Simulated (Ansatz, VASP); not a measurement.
**NaCu: VASP beside Ansatz**

```
CELL_PARAMETERS angstrom
0.00000 2.57161 2.57161
2.57161 0.00000 2.57161
2.57161 2.57161 0.00000
ATOMIC_POSITIONS crystal
Na 0.00000 0.00000 0.00000
Cu 0.50000 0.50000 0.50000
```

Alike in both runs: task relaxation of cell and atoms; functional PBE; k mesh 6 × 6 × 6; occupations gaussian, width 0.1 eV; no spin polarisation.

```csv
,VASP,Ansatz
version,VASP 6.6.1,Ansatz 0.2.0
potentials or method,"VASP PAW PBE potentials, release 64 (Na_pv, Cu), cutoff 600 eV","scalar-relativistic, plane waves, PAW"
valence electrons in the cell,18,28
```

Ansatz gave:

```
gap on the k mesh at the Fermi level, each at its own relaxed structure (eV) : none
relaxed volume (Å³/atom)                                                     : 25.25
relaxed cell length with the largest relative difference (Å)                 : 4.149
```

Which values does VASP return?

gap on the k mesh at the Fermi level, each at its own relaxed structure (eV): none; relaxed volume (Å³/atom): 24.77; relaxed cell length with the largest relative difference (Å): 4.123.

A gap of «none» marks a metal or a gap that the smearing closes. VASP's potentials hold 18 valence electrons a cell and Ansatz's 28, so a difference there can come from the potentials and not from the codes.

Noted on VASP's run: the volume moved by over 15 % at a fixed basis, so the end points are rough.
